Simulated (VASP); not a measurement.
Write the native input for VASP 6.6.1 that does the following.

```
Task                   : single point
Functional             : PBE
Dispersion             : D3(BJ)
Potentials or basis    : VASP PAW PBE potentials, release 64 (K_sv, Re)
Cutoff                 : 520 eV
k mesh                 : 5 × 5 × 5
Occupations            : methfessel-paxton, width 0.1 eV
Spin                   : no spin polarisation
Dipole correction      : no
Further INCAR settings : ALGO = Normal; EDIFF = 1e-06; NBANDS = 25
```

The structure of K3Re lies in POSCAR:

```
K3Re
1.0
    0.0000000000      4.4166170000      4.4166170000
    4.4166170000      0.0000000000      4.4166170000
    4.4166170000      4.4166170000      0.0000000000
K Re
3 1
Direct
    0.7500000000      0.7500000000      0.7500000000
    0.2500000000      0.2500000000      0.2500000000
    0.5000000000      0.5000000000      0.5000000000
    0.0000000000      0.0000000000      0.0000000000
```

These files were run (other wordings do the same):

INCAR

```
PREC = Accurate
ENCUT = 520
EDIFF = 1E-6
ISMEAR = 1
SIGMA = 0.1
LREAL = False
LASPH = True
NELM = 80
ALGO = Normal
ISIF = 2
LWAVE = False
LCHARG = False
GGA = PE
IVDW = 12
NBANDS = 25
```

KPOINTS

```
Automatic mesh
0
Gamma
  5 5 5
```

Potentials or basis: VASP PAW PBE potentials, release 64 (K_sv, Re).

Command:

```sh
$ cat potpaw_PBE.64/K_sv/POTCAR potpaw_PBE.64/Re/POTCAR > POTCAR
$ mpirun -np 1 vasp_std > vasp.out
```

It gave:

```json
{
 "Pressure": "-2.2 GPa",
 "Band gap on the k mesh": "zero (band 17 reaches 0.56 eV, above the bottom of band 18 at 0.45 eV)",
 "Dispersion energy per atom": "-0.229 eV"
}
```

Caveat: three body term missing; spin-orbit coupling is left out, which moves the levels of the heavy elements; pairwise dispersion overbinds metals, which lowers pressure and volume.

Wall time 64 s on 1 thread of Intel(R) Xeon(R) Platinum 8175M CPU @ 2.50GHz (Skylake/Cascade Lake), with other jobs on the host, peak memory 0.32 GiB.
